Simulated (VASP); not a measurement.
A run of VASP 6.6.1 is set up as follows.

Contents of INCAR:

```
  PREC = Accurate
  ENCUT = 520
  EDIFF = 1E-6
  ISMEAR = 0
  SIGMA = 0.1
  LREAL = F
  LASPH = T
  NELM = 60
  ALGO = Normal
  ISIF = 2
  LWAVE = F
  LCHARG = F
  LDIPOL = T
  IDIPOL = 3
  DIPOL = 0.5 0.5 0.305
  GGA = PE
  NBANDS = 32
```

File KPOINTS:

```
Automatic mesh
0
Gamma
  5 5 1
```

File POSCAR:

```
Al6H
1.0
    5.7135165837      0.0000000000      0.0000000000
    0.0000000000      5.7135165837      0.0000000000
    0.0000000000      0.0000000000     22.1746954375
Al H
12 2
Direct
    0.2500000000      0.2500000000      0.1803857921
    0.2500000000      0.7500000000      0.1803857921
    0.7500000000      0.2500000000      0.1803857921
    0.7500000000      0.7500000000      0.1803857921
    0.0000000000      0.0000000000      0.2744050924
    0.0000000000      0.5000000000      0.2744050924
    0.5000000000      0.0000000000      0.2744050924
    0.5000000000      0.5000000000      0.2744050924
    0.2500000000      0.2500000000      0.3686497278
    0.2500000000      0.7500000000      0.3686497278
    0.7500000000      0.2500000000      0.3686497278
    0.7500000000      0.7500000000      0.3686497278
    0.0000000000     -0.0656338342      0.4859004927
    0.0000000000      0.0656338342      0.4859004927
```

Potentials or basis: VASP PAW PBE potentials, release 64 (Al, H).

The run is started by

```sh
$ cat potpaw_PBE.64/Al/POTCAR potpaw_PBE.64/H/POTCAR > POTCAR
$ mpirun -np 1 vasp_std > vasp.out
```

**Question.** Estimate the largest force.

**Answer.** 0.162 eV/Å.

**Question.** What does it give for the band gap on the k mesh?

**Answer.** Zero (band 19 reaches -0.51 eV, above the bottom of band 20 at -1.07 eV).

Forces on the atoms (eV/Å):
```
Al   0.003  0.007  0.017
Al   0.003 -0.007  0.017
Al  -0.003  0.007  0.017
Al  -0.003 -0.007  0.017
Al   0.000  0.000  0.001
Al   0.000  0.000 -0.003
Al   0.000  0.000 -0.005
Al   0.000  0.000  0.027
Al   0.040  0.045 -0.097
Al   0.040 -0.045 -0.097
Al  -0.040  0.045 -0.097
Al  -0.040 -0.045 -0.097
H    0.000 -0.062  0.150
H    0.000  0.062  0.150
```
